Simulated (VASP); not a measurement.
Crystal: MgS.

```xyz
4
Lattice="4.3190 0.0000 0.0000 -2.1595 3.7403 0.0000 0.0000 0.0000 5.3203" Properties=species:S:1:pos:R:3 pbc="T T T"
Mg    0.0000    2.4936    1.3301
Mg    2.1595    1.2468    3.9902
S     2.1595    1.2468    1.3301
S     0.0000    2.4936    3.9902
```

| Item | Value |
| --- | --- |
| Program | VASP 6.6.1 |
| Task | relaxation of cell and atoms |
| Functional | LDA |
| Potentials or basis | VASP PAW LDA potentials, release 64 (Mg, S) |
| Cutoff | 600 eV |
| k mesh | 6 × 6 × 4 |
| Occupations | fermi-dirac, width 0.02 eV |
| Spin | no spin polarisation |

At the start: pressure -3.6 GPa; volume 21.49 Å³/atom.

Task: Where does the relaxation end?

Result: Over 7 steps the energy falls by 15.1 meV/atom and the volume is 20.21 Å³/atom (-5.9 %); space group P6_3/mmc (No. 194, to 0.05 Å).

Step by step:
```csv
step,energy change (eV),largest force (eV/Å),pressure (GPa),volume (Å³)
1,0.0000,0.0000,-3.61,85.95
2,-0.0583,0.0000,0.72,80.06
3,-0.0601,0.0000,0.01,80.88
4,-0.0601,0.0000,-0.07,80.98
5,-0.0604,0.0000,-0.07,80.97
6,-0.0605,0.0000,-0.07,80.96
7,-0.0605,0.0000,0.02,80.85
```

Final structure:
```yaml
crystal:
  lattice:
    - [4.24023, 0.00000, 0.00000]
    - [-2.12012, 3.67215, 0.00000]
    - [0.00000, 0.00000, 5.19258]
  atoms:
    - { symbol: Mg, position: [0.33333, 0.66667, 0.25000] }
    - { symbol: Mg, position: [0.66667, 0.33333, 0.75000] }
    - { symbol: S, position: [0.66667, 0.33333, 0.25000] }
    - { symbol: S, position: [0.33333, 0.66667, 0.75000] }
```
